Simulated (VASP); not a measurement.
The system is MgS.

```
CELL_PARAMETERS angstrom
3.83051 0.00000 0.00000
-1.91526 3.31732 0.00000
0.00000 0.00000 12.51045
ATOMIC_POSITIONS crystal
Mg 0.00000 0.00000 0.00000
Mg 0.33333 0.66667 0.25000
Mg 0.00000 0.00000 0.50000
Mg 0.66667 0.33333 0.75000
S 0.00000 0.00000 0.18750
S 0.33333 0.66667 0.43750
S 0.00000 0.00000 0.68750
S 0.66667 0.33333 0.93750
```

- Program: VASP 6.6.1
- Task: relaxation of cell and atoms
- Functional: PBEsol
- Potentials or basis: VASP PAW PBE potentials, release 64 (Mg, S)
- Cutoff: 600 eV
- k mesh: 6 × 6 × 2
- Occupations: fermi-dirac, width 0.03 eV
- Spin: no spin polarisation

At the start: pressure 9.5 GPa; volume 19.87 Å³/atom.

Problem. How do energy, volume and symmetry change on relaxing?

Solution. Over 11 steps the energy falls by 71.4 meV/atom and the volume is 22.53 Å³/atom (+13.4 %); space group P6_3mc (No. 186, to 0.1 Å) before and after.

Step by step:
```tsv
step	energy change (eV)	largest force (eV/Å)	pressure (GPa)	volume (Å³)
1	0.0000	0.0872	9.52	158.97
2	-0.5175	0.0466	-2.18	187.70
3	-0.5694	0.0551	0.04	180.16
4	-0.5694	0.0545	-0.10	180.60
5	-0.5701	0.0426	0.02	180.23
6	-0.5704	0.0300	0.14	179.84
7	-0.5709	0.0202	0.07	180.06
8	-0.5713	0.0197	-0.06	180.43
9	-0.5713	0.0196	-0.05	180.40
10	-0.5714	0.0113	-0.01	180.29
11	-0.5714	0.0076	0.01	180.22
```

Final structure:
```
Mg S
1.0
     4.00764    0.00000    0.00000
    -2.00382    3.47072    0.00000
     0.00000    0.00000   12.95688
Mg S
4 4
Cartesian
  0.0000 0.0000 12.9402
  0.0000 2.3138 3.2365
  0.0000 0.0000 6.4617
  2.0038 1.1569 9.7149
  0.0000 0.0000 2.4366
  0.0000 2.3138 5.6809
  0.0000 0.0000 8.9151
  2.0038 1.1569 12.1593
```

Caveat: the PAW data sets were made with another functional, which shifts forces and pressure a little.
